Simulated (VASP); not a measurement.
# ZrN (Fm-3m) in VASP: notebook

ZrN is run at these levels: PBEsol; tasks: single point.

All numbers are computed with VASP 6.6.1; they aren't measurements. Logs are shortened: lines on timing, memory, paths and dates and some standing lists are left out, and cuts for length are marked.

**1. The cell of the first run**

The structure is cubic, space group Fm-3m (No. 225). Conventional cell: a = 4.506 Å, b = 4.506 Å, c = 4.506 Å, α = 90.00°, β = 90.00°, γ = 90.00°. Within 3.0 Å of Zr (site symmetry m-3m) lie 6 N at 2.25 Å. N (site symmetry m-3m) has 6 Zr at 2.25 Å within 3.0 Å.

**2. Single point, PBEsol**

The input, INCAR:

```
PREC = Accurate
ENCUT = 600
EDIFF = 1E-6
ISMEAR = 0
SIGMA = 0.1
LREAL = False
LASPH = True
NELM = 120
ALGO = Normal
ISIF = 2
LWAVE = False
LCHARG = False
GGA = PS
NBANDS = 16
GGA_COMPAT = False
```

The input, KPOINTS:

```
Automatic mesh
0
Gamma
  9 9 9
```

The input, POSCAR:

```
ZrN
1.0
    0.0000000000      2.2530480500      2.2530480500
    2.2530480500      0.0000000000      2.2530480500
    2.2530480500      2.2530480500      0.0000000000
Zr N
1 1
Direct
    0.5000000000      0.5000000000      0.5000000000
    0.0000000000      0.0000000000      0.0000000000
```

Potentials or basis: VASP PAW PBE potentials, release 64 (Zr_sv, N).

Command:

```
> cat potpaw_PBE.64/Zr_sv/POTCAR potpaw_PBE.64/N/POTCAR > POTCAR
> mpirun -np 1 vasp_std > vasp.out
```

OUTCAR:

```text
PREC = Accurate
   ENCUT = 600
   EDIFF = 1E-6
   ISMEAR = 0
   LREAL = False
   LASPH = True
   NELM = 120
   ISIF = 2
   GGA = PS

 ion  position               nearest neighbor table
   1  0.500  0.500  0.500-   2 2.25   2 2.25   2 2.25   2 2.25   2 2.25   2 2.25
   2  0.000  0.000  0.000-   1 2.25   1 2.25   1 2.25   1 2.25   1 2.25   1 2.25

  LATTYP: Found a face centered cubic cell.
 ALAT       =     4.5060961000

  Lattice vectors:

 A1 = (   0.0000000000,   2.2530480500,   2.2530480500)
 A2 = (   2.2530480500,   0.0000000000,   2.2530480500)
 A3 = (   2.2530480500,   2.2530480500,   0.0000000000)

Analysis of symmetry for initial positions (statically):
=====================================================================
 Subroutine PRICEL returns:
 Original cell was already a primitive cell.

 Routine SETGRP: Setting up the symmetry group for a
 face centered cubic supercell.

 Subroutine GETGRP returns: Found 48 space group operations
 (whereof 48 operations were pure point group operations)
 out of a pool of 48 trial point group operations.

The static configuration has the point symmetry O_h .

Analysis of symmetry for dynamics (positions and initial velocities):
=====================================================================
 Subroutine PRICEL returns:
 Original cell was already a primitive cell.

 Routine SETGRP: Setting up the symmetry group for a
 face centered cubic supercell.

 Subroutine GETGRP returns: Found 48 space group operations
 (whereof 48 operations were pure point group operations)
 out of a pool of 48 trial point group operations.

The dynamic configuration has the point symmetry O_h .

 Subroutine INISYM returns: Found 48 space group operations
 (whereof 48 operations are pure point group operations),
 and found     1 'primitive' translations

----------------------------------------------------------------------------------------

                                     Primitive cell

  volume of cell :      22.8740

  direct lattice vectors                    reciprocal lattice vectors
     0.000000000  2.253048050  2.253048050    -0.221921588  0.221921588  0.221921588
     2.253048050  0.000000000  2.253048050     0.221921588 -0.221921588  0.221921588
     2.253048050  2.253048050  0.000000000     0.221921588  0.221921588 -0.221921588

[... 75 lines left out ...]
   ISTART =      0    job   : 0-new  1-cont  2-samecut
   ICHARG =      2    charge: 1-file 2-atom 10-const
   ISPIN  =      1    spin polarized calculation?
   LNONCOLLINEAR =      F non collinear calculations
   LSORBIT =      F    spin-orbit coupling
   LASPH  =      T    aspherical Exc in radial PAW
   ENCUT  =  600.0 eV  44.10 Ry    6.64 a.u.   6.36  6.36  6.36*2*pi/ulx,y,z
   NELM   =    120;   NELMIN=  2; NELMDL= -5     # of ELM steps
   EDIFF  = 0.1E-05   stopping-criterion for ELM
   LREAL  =      F    real-space projection
   EDIFFG = 0.1E-04   stopping-criterion for IOM
   NSW    =      0    number of steps for IOM
   IBRION =     -1    ionic relax: 0-MD 1-quasi-New 2-CG
   NFREE  =      0    steps in history (QN), initial steepest desc. (CG)
   ISIF   =      2    stress and relaxation
   ISYM   =      2    0-nonsym 1-usesym 2-fastsym
   POTIM  = 0.5000    time-step for ionic-motion
   TEBEG  =    0.0;   TEEND  =   0.0 temperature during run
   PSTRESS=    0.0 pullay stress
   NELECT =      17.0000    total number of electrons
   NUPDOWN=      -1.0000    fix difference up-down
   EMIN   =  10.00;   EMAX   =-10.00  energy-range for DOS
   EFERMI =   0.00;   METHOD = LEGACY
   ISMEAR =     0;   SIGMA  =   0.10  broadening in eV -4-tet -1-fermi 0-gaus
   EFERMI_NEDOS =   21; number of points for ismear=-14 and -15
   IALGO  =     38    algorithm
   IMIX   =      4    mixing-type and parameters
     AMIX     =   0.40;   BMIX     =  1.00
     AMIX_MAG =   1.60;   BMIX_MAG =  1.00
  volume/ion in A,a.u.               =      11.44        77.18
  Fermi-wavevector in a.u.,A,eV,Ry     =   1.482896  2.802267 29.918946  2.198980
  Thomas-Fermi vector in A             =   2.596625
   LORBIT       =      0    0 simple, 1 ext, 2 COOP (PROOUT), +10 PAW based schemes
   GGA     = PS    functional components
   LHFCALC =     F    Hartree Fock is set to
   AEXX    =    0.0000 exact exchange contribution
   IVDW    =     0    specifies the selected vdW correction
   LEPSILON=     F    determine dielectric tensor
   LRPA    =     F    only Hartree local field effects (RPA)
 non-spin polarized calculation
 Gauss-broadening in eV      SIGMA  =   0.10
  energy-cutoff  :      600.00
  volume of cell :       22.87
 maximum number of plane-waves:       775
 NGX is ok and might be reduce to    28
   NGX = 13   NGY = 13   NGZ = 13

 number of electron      17.0000001 magnetization

 Free energy of the ion-electron system (eV)
  ---------------------------------------------------
  ext. energy  EPLUGINS =         0.00000000
  ---------------------------------------------------
  free energy    TOTEN  =       -21.53929272 eV

  energy without entropy =      -21.53323027  energy(sigma->0) =      -21.53626149

 E-fermi :  12.4584     XC(G=0): -12.9542

 val. band max:       12.4362575792   @ k =   0.1111   0.0000   0.0000
 cond. band min:      12.4695720240   @ k =   0.4444   0.2222   0.1111
 fundamental gap:      0.0333144448
 Fermi energy:        12.4583942430

 k-point     1 :       0.0000    0.0000    0.0000
  band No.  band energies     occupation
      1     -36.8122      2.00000
      2     -14.4021      2.00000
      3     -14.4021      2.00000
      4     -14.4021      2.00000
      5      -3.9222      2.00000
      6       9.7974      2.00000
[... 433 lines left out ...]
      3     -14.8219      2.00000
      4     -14.8219      2.00000
      5      -3.3750      2.00000
      6       7.7740      2.00000
[... 8 lines left out ...]
     15      23.6187      0.00000
     16      28.7669      0.00000

 [... further k-points ...]
[... 5 lines left out ...]
  --------------------------------------------------------------------------------------
  -------------------------------------------------------------------------------------
  Total        1.2985339      1.2985339      1.2985339     -0.0000000      0.0000000     -0.0000000
  in kB       90.9541464     90.9541464     90.9541464     -0.0000000      0.0000000     -0.0000000
  external PRESSURE =      90.9541464 kB  Pullay stress =       0.0000000 kB

 VOLUME and BASIS-vectors are now :
 -----------------------------------------------------------------------------
  energy-cutoff  :      600.00
  volume of cell :       22.87
      direct lattice vectors                 reciprocal lattice vectors
     0.000000000  2.253048050  2.253048050    -0.221921588  0.221921588  0.221921588
     2.253048050  0.000000000  2.253048050     0.221921588 -0.221921588  0.221921588
     2.253048050  2.253048050  0.000000000     0.221921588  0.221921588 -0.221921588

 POSITION                                       TOTAL-FORCE (eV/Angst)
 -----------------------------------------------------------------------------------
      2.25305      2.25305      2.25305        -0.000000      0.000000      0.000000
      0.00000      0.00000      0.00000         0.000000     -0.000000     -0.000000
 -----------------------------------------------------------------------------------
    total drift:                                0.000000      0.000000      0.000000

  FREE ENERGIE OF THE ION-ELECTRON SYSTEM (eV)
  ---------------------------------------------------
  free  energy   TOTEN  =       -21.5392927160 eV

  energy  without entropy=      -21.5332302736  energy(sigma->0) =      -21.53626149
```

Wall time 16 s (1 thread of Intel Xeon Platinum 8375C at 2.90GHz (Ice Lake), shared host); peak memory 0.16 GiB.

Results:

* Free energy: -21.5393 eV
* Pressure: 9.1 GPa

Caveat: the PAW data sets were made with another functional, which shifts forces and pressure a little.

**3. Single point, PBEsol**

This run uses another cell than the first one, of 11.80 Å³/atom, 1.032 times its volume.

The input, INCAR:

```
SYSTEM = ZrN
PREC = Accurate
ENCUT = 600
EDIFF = 1E-6
ISMEAR = 0
SIGMA = 0.1
LREAL = .FALSE.
LASPH = .TRUE.
NELM = 120
ALGO = Normal
ISIF = 2
LWAVE = .FALSE.
LCHARG = .FALSE.
GGA = PS
NBANDS = 16
GGA_COMPAT = .FALSE.
```

The input, KPOINTS:

```
Automatic mesh
0
G
  9 9 9
  0 0 0
```

The input, POSCAR:

```
ZrN
1.0
    0.0000000000      2.2767660883      2.2767660883
    2.2767660883      0.0000000000      2.2767660883
    2.2767660883      2.2767660883      0.0000000000
Zr N
1 1
Direct
    0.5000000000      0.5000000000      0.5000000000
    0.0000000000      0.0000000000      0.0000000000
```

Potentials or basis: VASP PAW PBE potentials, release 64 (Zr_sv, N).

Command:

```
> cat potpaw_PBE.64/Zr_sv/POTCAR potpaw_PBE.64/N/POTCAR > POTCAR
> mpirun -np 1 vasp_std > vasp.out
```

Run time: 15 s. Hardware: 1 thread of Intel Xeon Platinum 8375C at 2.90GHz (Ice Lake), shared host; peak memory 0.16 GiB.

It converged, with:

| Item | Value |
| --- | --- |
| Free energy | -21.5608 eV |
| Pressure | 0.0 GPa |

Levels at points of the mesh, in eV from the Fermi level:
```
           k point  band 7  band 8  band 9  band 10  band 11  band 12
(0.00, 0.00, 0.00)   -2.62   -2.62   -0.39    -0.39    -0.39     1.66
```

Caveat: the PAW data sets were made with another functional, which shifts forces and pressure a little.

**4. Single point, PBEsol**

This run uses another cell than the first one, of 12.17 Å³/atom, 1.064 times its volume.

The input, INCAR:

```
PREC = Accurate ; ENCUT = 600
EDIFF = 1E-6 ; ISMEAR = 0
SIGMA = 0.1 ; LREAL = F
LASPH = T ; NELM = 120
ALGO = Normal ; ISIF = 2
LWAVE = F ; LCHARG = T
GGA = PS ; LELF = T
LVHAR = T ; NBANDS = 16
GGA_COMPAT = F
```

The input, KPOINTS:

```
regular mesh
0
Gamma
  9 9 9
```

The input, POSCAR:

```
ZrN
1.0
    0.0000000000      2.3000000000      2.3000000000
    2.3000000000      0.0000000000      2.3000000000
    2.3000000000      2.3000000000      0.0000000000
Zr N
1 1
Direct
    0.5000000000      0.5000000000      0.5000000000
    0.0000000000      0.0000000000      0.0000000000
```

Command:

```
> cat potpaw_PBE.64/Zr_sv/POTCAR potpaw_PBE.64/N/POTCAR > POTCAR
> mpirun -np 1 vasp_std > vasp.out
```

It took 16 s on 1 thread of Intel Xeon Platinum 8375C at 2.90GHz (Ice Lake), shared host; peak memory 0.16 GiB.

It converged, with:

```
Free energy : -21.5443 eV
Pressure    : -7.6 GPa
```

Levels at points of the mesh, in eV from the Fermi level:
```csv
k point,band 7,band 8,band 9,band 10,band 11,band 12
"(0.00, 0.00, 0.00)",-2.58,-2.58,-0.38,-0.38,-0.38,1.59
```

Caveat: the PAW data sets were made with another functional, which shifts forces and pressure a little.

**5. Single point, PBEsol**

This run uses another cell than the first one, of 12.53 Å³/atom, 1.096 times its volume.

The input, INCAR:

```
  PREC = Accurate
  ENCUT = 600
  EDIFF = 1E-6
  ISMEAR = 0
  SIGMA = 0.1
  LREAL = False
  LASPH = True
  NELM = 120
  ALGO = Normal
  ISIF = 2
  LWAVE = False
  LCHARG = False
  GGA = PS
  NBANDS = 16
  GGA_COMPAT = False
```

The input, KPOINTS:

```
Automatic mesh
0
Gamma
  9 9 9
```

The input, POSCAR:

```
ZrN
1.0
    0.0000000000      2.3227737583      2.3227737583
    2.3227737583      0.0000000000      2.3227737583
    2.3227737583      2.3227737583      0.0000000000
Zr N
1 1
Direct
    0.5000000000      0.5000000000      0.5000000000
    0.0000000000      0.0000000000      0.0000000000
```

Potentials or basis: VASP PAW PBE potentials, release 64 (Zr_sv, N).

Command:

```
> cat potpaw_PBE.64/Zr_sv/POTCAR potpaw_PBE.64/N/POTCAR > POTCAR
> mpirun -np 1 vasp_std > vasp.out
```

OUTCAR:

```text
PREC = Accurate
   ENCUT = 600
   EDIFF = 1E-6
   ISMEAR = 0
   LREAL = False
   LASPH = True
   NELM = 120
   ISIF = 2
   GGA = PS

 ion  position               nearest neighbor table
   1  0.500  0.500  0.500-   2 2.32   2 2.32   2 2.32   2 2.32   2 2.32   2 2.32
   2  0.000  0.000  0.000-   1 2.32   1 2.32   1 2.32   1 2.32   1 2.32   1 2.32

  LATTYP: Found a face centered cubic cell.
 ALAT       =     4.6455475166

  Lattice vectors:

 A1 = (   0.0000000000,   2.3227737583,   2.3227737583)
 A2 = (   2.3227737583,   0.0000000000,   2.3227737583)
[... 627 lines left out ...]
      5      -4.0989      2.00000
      6       6.5594      2.00000
[... 8 lines left out ...]
     15      21.1995      0.00000
     16      26.4523      0.00000

 [... further k-points ...]
[... 5 lines left out ...]
  --------------------------------------------------------------------------------------
  -------------------------------------------------------------------------------------
  Total       -2.2161067     -2.2161067     -2.2161067      0.0000000     -0.0000000     -0.0000000
  in kB     -141.6610722   -141.6610722   -141.6610722      0.0000000     -0.0000000     -0.0000000
  external PRESSURE =    -141.6610722 kB  Pullay stress =       0.0000000 kB

 VOLUME and BASIS-vectors are now :
 -----------------------------------------------------------------------------
  energy-cutoff  :      600.00
  volume of cell :       25.06
      direct lattice vectors                 reciprocal lattice vectors
     0.000000000  2.322773758  2.322773758    -0.215259880  0.215259880  0.215259880
     2.322773758  0.000000000  2.322773758     0.215259880 -0.215259880  0.215259880
     2.322773758  2.322773758  0.000000000     0.215259880  0.215259880 -0.215259880

 POSITION                                       TOTAL-FORCE (eV/Angst)
 -----------------------------------------------------------------------------------
      2.32277      2.32277      2.32277         0.000000      0.000000     -0.000000
      0.00000      0.00000      0.00000        -0.000000     -0.000000      0.000000
 -----------------------------------------------------------------------------------
    total drift:                                0.000000      0.000000      0.000000

  FREE ENERGIE OF THE ION-ELECTRON SYSTEM (eV)
  ---------------------------------------------------
  free  energy   TOTEN  =       -21.4952900305 eV

  energy  without entropy=      -21.4890232867  energy(sigma->0) =      -21.49215666
```

OSZICAR:

```text
N       E                     dE             d eps       ncg     rms          rms(c)
DAV:   1     0.121825250393E+03    0.12183E+03   -0.96660E+03  1120   0.117E+03
DAV:   2    -0.180026770331E+02   -0.13983E+03   -0.13191E+03  1480   0.320E+02
DAV:   3    -0.246544254567E+02   -0.66517E+01   -0.66061E+01  1888   0.626E+01
DAV:   4    -0.247344702038E+02   -0.80045E-01   -0.80029E-01  1304   0.528E+00
DAV:   5    -0.247351885092E+02   -0.71831E-03   -0.71827E-03  1512   0.424E-01    0.205E+01
DAV:   6    -0.217051311766E+02    0.30301E+01   -0.66370E+00  1304   0.246E+01    0.811E+00
DAV:   7    -0.215385158655E+02    0.16662E+00   -0.50792E-01  1376   0.654E+00    0.630E+00
DAV:   8    -0.215068666185E+02    0.31649E-01   -0.24778E-01  1368   0.432E+00    0.288E+00
DAV:   9    -0.214962222287E+02    0.10644E-01   -0.47295E-02  1232   0.199E+00    0.112E+00
DAV:  10    -0.214953202707E+02    0.90196E-03   -0.33216E-03  1360   0.569E-01    0.130E-01
DAV:  11    -0.214952953568E+02    0.24914E-04   -0.74404E-05  1376   0.732E-02    0.655E-02
DAV:  12    -0.214952903021E+02    0.50547E-05   -0.10075E-05  1336   0.264E-02    0.326E-03
DAV:  13    -0.214952900305E+02    0.27163E-06   -0.24223E-07   760   0.522E-03
   1 F= -.21495290E+02 E0= -.21492157E+02  d E =-.626674E-02
```

stdout:

```text
POSCAR found type information on POSCAR ZrN
 POSCAR found :  2 types and       2 ions
 scaLAPACK will be used
 -----------------------------------------------------------------------------
|                                                                             |
|                                                                             |
|     You enforced a specific xc type in the INCAR file but a different       |
|     I HOPE YOU KNOW WHAT YOU ARE DOING!                                     |
|                                                                             |
 -----------------------------------------------------------------------------

 LDA part: xc-table for (Slater+PW92), standard interpolation
 POSCAR, INCAR and KPOINTS ok, starting setup
 FFT: planning ... GRIDC
 FFT: planning ... GRID_SOFT
 FFT: planning ... GRID
 WAVECAR not read
 entering main loop
```

It took 16 s on 1 thread of Intel Xeon Platinum 8375C at 2.90GHz (Ice Lake), shared host; peak memory 0.16 GiB.

Results:

```
Free energy : -21.4953 eV
Pressure    : -14.2 GPa
```

Levels at points of the mesh, in eV from the Fermi level:
```
           k point  band 5  band 6  band 7  band 8  band 9  band 10  band 11  band 12  band 13  band 14
(0.00, 0.00, 0.00)  -15.99   -2.54   -2.54   -2.54   -0.36    -0.36    -0.36     1.52     1.52     2.54
```

Caveat: the PAW data sets were made with another functional, which shifts forces and pressure a little.

**6. Single point, PBEsol**

This run uses another cell than the first one, of 12.90 Å³/atom, 1.128 times its volume.

The input, INCAR:

```
ALGO = Normal ; EDIFF = 1E-6
ENCUT = 600 ; GGA = PS
GGA_COMPAT = False ; ISIF = 2
ISMEAR = 0 ; LASPH = True
LCHARG = False ; LREAL = False
LWAVE = False ; NBANDS = 16
NELM = 120 ; PREC = Accurate
SIGMA = 0.1
```

The input, KPOINTS:

```
k-points
0
Gamma
  9 9 9
```

The input, POSCAR:

```
ZrN
1.0
    0.0000000000      2.3451094916      2.3451094916
    2.3451094916      0.0000000000      2.3451094916
    2.3451094916      2.3451094916      0.0000000000
Zr N
1 1
Direct
    0.5000000000      0.5000000000      0.5000000000
    0.0000000000      0.0000000000      0.0000000000
```

Potentials or basis: VASP PAW PBE potentials, release 64 (Zr_sv, N).

Command:

```
> cat potpaw_PBE.64/Zr_sv/POTCAR potpaw_PBE.64/N/POTCAR > POTCAR
> mpirun -np 1 vasp_std > vasp.out
```

Wall time 15 s (1 thread of Intel Xeon Platinum 8375C at 2.90GHz (Ice Lake), shared host); peak memory 0.16 GiB.

Results (log left out):

```
Free energy : -21.4189 eV
Pressure    : -19.7 GPa
```

Levels at points of the mesh, in eV from the Fermi level:
```csv
k point,band 6,band 7,band 8,band 9,band 10,band 11,band 12,band 13
"(0.00, 0.00, 0.00)",-2.50,-2.50,-2.50,-0.35,-0.35,-0.35,1.46,1.46
```

Caveat: the PAW data sets were made with another functional, which shifts forces and pressure a little.

**7. Summary**

```csv
cell,gap on the mesh (eV),pressure (GPa)
"a = 3.186 Å, angles 60.0°, 2 atoms",none,9.1
"a = 3.220 Å, angles 60.0°, 2 atoms",none,0.0
"a = 3.253 Å, angles 60.0°, 2 atoms",none,-7.6
"a = 3.285 Å, angles 60.0°, 2 atoms",none,-14.2
"a = 3.316 Å, angles 60.0°, 2 atoms",none,-19.7
```

Alike in all rows: task single point; level PBEsol; potentials or basis VASP PAW PBE potentials, release 64 (Zr_sv, N); no spin polarisation; k mesh 9 × 9 × 9; cutoff (eV) 600; smearing gaussian 0.1 eV.

Caveats: the PAW data sets were made with another functional, which shifts forces and pressure a little.

Total energies depend on the potentials used, so only differences within one code and one set of settings carry meaning.
